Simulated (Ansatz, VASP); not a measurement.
**TiO2: VASP beside Ansatz**

```
Ti O
1.0
     4.59679    0.00000    0.00000
     0.00000    4.59679    0.00000
     0.00000    0.00000    2.95365
Ti O
2 4
Direct
  0.00000 0.00000 0.00000
  0.50000 0.50000 0.50000
  0.30461 0.30461 0.00000
  0.69539 0.69539 0.00000
  0.80461 0.19539 0.50000
  0.19539 0.80461 0.50000
```

Alike in both runs: functional r2SCAN; k mesh 6 × 6 × 8; occupations gaussian, width 0.02 eV; no spin polarisation.

Ansatz relaxed the structure, and its values are those at the end. VASP's run is a single point on that final structure, the one shown.

|  | VASP | Ansatz |
| --- | --- | --- |
| version | VASP 6.6.1 | Ansatz 0.2.0 |
| potentials or method | VASP PAW PBE potentials, release 64 (Ti_sv, O) | scalar-relativistic, plane waves, PAW |
| plane-wave cutoff (eV) | 520 | 500 |
| valence electrons in the cell | 48 | 48 |

Ansatz gave:

* gap on the k mesh at the Fermi level (eV): 2.22
* least direct gap on the mesh (eV): 2.22
* pressure (GPa): 0.0
* rms of the force components (eV/Å): 0.000

**Question.** What did VASP give for the same quantities?

**Answer.** gap on the k mesh at the Fermi level (eV): 2.23; least direct gap on the mesh (eV): 2.23; pressure (GPa): 1.3; rms of the force components (eV/Å): 0.016.

VASP's potentials were made for PBE, not for r2SCAN.
